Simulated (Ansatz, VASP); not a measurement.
One calculation of Zn, two programs

The input INCAR:

```
  PREC = Accurate
  ENCUT = 520
  EDIFF = 1E-7
  ISMEAR = 0
  SIGMA = 0.15
  LREAL = F
  LASPH = T
  NELM = 80
  ALGO = Fast
  ISIF = 2
  LWAVE = F
  LCHARG = F
  GGA = PE
  NBANDS = 19
```

The input KPOINTS:

```
Automatic mesh
0
Gamma
  24 24 10
```

File POSCAR:

```
Zn
1.0
    2.5582061311      0.0000000000      0.0000000000
   -1.2791030655      2.2154714976      0.0000000000
    0.0000000000      0.0000000000      4.9467000000
Zn
2
Direct
    0.3333333333      0.6666666667      0.2500000000
    0.6666666667      0.3333333333      0.7500000000
```

Input for Ansatz:

```yaml
crystal:
  lattice:
    - [2.5582061311, 0.0, 0.0]
    - [-1.2791030655, 2.2154714976, 0.0]
    - [0.0, 0.0, 4.9467]
  atoms:
    - { symbol: Zn, position: [0.3333333333, 0.6666666667, 0.25] }
    - { symbol: Zn, position: [0.6666666667, 0.3333333333, 0.75] }
basis:
  ecutwfc: 420
kpoints:
  mp_grid: { grid: [24, 24, 10] }
hamiltonian:
  xc: pbe
scf:
  occupations: { method: gaussian, width: 0.15 }
output:
  forces: true
  stress: true
  eigenvalues: true
```

Change from the starting cell: strain -0.040 along x and y, +0.000 along z, atoms carried along.

Alike in both runs: task single point; functional PBE; k mesh 24 × 24 × 10; occupations gaussian, width 0.15 eV; no spin polarisation.

```csv
,VASP,Ansatz
version,VASP 6.6.1,Ansatz 0.2.0
potentials or method,"VASP PAW PBE potentials, release 64 (Zn), cutoff 520 eV","scalar-relativistic, plane waves, PAW"
valence electrons in the cell,24,24
```

|  | VASP | Ansatz | Ansatz less VASP |
| --- | --- | --- | --- |
| gap on the k mesh at the Fermi level (eV) | none | none | - |
| pressure (GPa) | 8.9 | 8.4 | -0.47 |
| traceless stress, the component that is largest in VASP (GPa) | -3.62 | -3.39 | +0.234 |

A gap of «none» marks a metal or a gap that the smearing closes.
